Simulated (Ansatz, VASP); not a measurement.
## GaAs: VASP beside Ansatz

```
Ga As
1.0
     0.00000    2.83309    2.83309
     2.71551    0.00000    2.83309
     2.71551    2.83309    0.00000
Ga As
1 1
Direct
  0.00000 0.00000 0.00000
  0.25000 0.25000 0.25000
```

Change from the starting cell: uniaxial_x strain -4.2%.

Alike in both runs: task single point; functional PBE; k mesh 8 × 8 × 8; occupations fermi-dirac, width 0.02 eV; no spin polarisation.

|  | VASP | Ansatz |
| --- | --- | --- |
| version | VASP 6.6.1 | Ansatz 0.2.0 |
| potentials or method | VASP PAW PBE potentials, release 64 (Ga_d, As) | plane waves, PAW |
| plane-wave cutoff (eV) | 520 | 420 |
| valence electrons in the cell | 18 | 28 |

Ansatz gave:

| Item | Value |
| --- | --- |
| pressure (GPa) | 6.2 |
| traceless stress, the component that is largest in VASP (GPa) | 1.53 |

Task: What did VASP give for the same quantities?

Result: Pressure (GPa): 6.4; traceless stress, the component that is largest in VASP (GPa): 1.52.

VASP's potentials hold 18 valence electrons a cell and Ansatz's 28, so a difference there can come from the potentials and not from the codes.
